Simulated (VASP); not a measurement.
Rh, 1 atom in the cell. It takes space group Fm-3m (No. 225, cubic). The conventional cell has a = 3.752 Å, b = 3.752 Å, c = 3.752 Å, α = 90.00°, β = 90.00°, γ = 90.00°. Within 3.5 Å of Rh (site symmetry m-3m) lie 12 Rh at 2.65 Å.  This cell differs from its parent crystal: volume scaled by 0.94.

```yaml
Program: VASP 6.6.1
Task: single point
Functional: PBE
Potentials_or_basis: VASP PAW PBE potentials, release 64 (Rh_pv)
Cutoff: 520 eV
k_mesh: 18 × 18 × 18
Occupations: gaussian, width 0.1 eV
Spin: no spin polarisation
Dipole_correction: no
Further_INCAR_settings: ALGO = Normal; EDIFF = 1e-06; NBANDS = 14
```

Potentials or basis: VASP PAW PBE potentials, release 64 (Rh_pv).

The run is started by

```console
$ cat potpaw_PBE.64/Rh_pv/POTCAR > POTCAR
$ mpirun -np 1 vasp_std > vasp.out
```

Hardware: 1 thread of Intel(R) Xeon(R) Platinum 8488C (Sapphire Rapids), on a shared host.

Problem. Estimate the wall time of this run.

Solution. It took 24 s on 1 thread of Intel(R) Xeon(R) Platinum 8488C (Sapphire Rapids) (shared host), peak memory 0.15 GiB. Counts: scf iterations 11, k points 195.
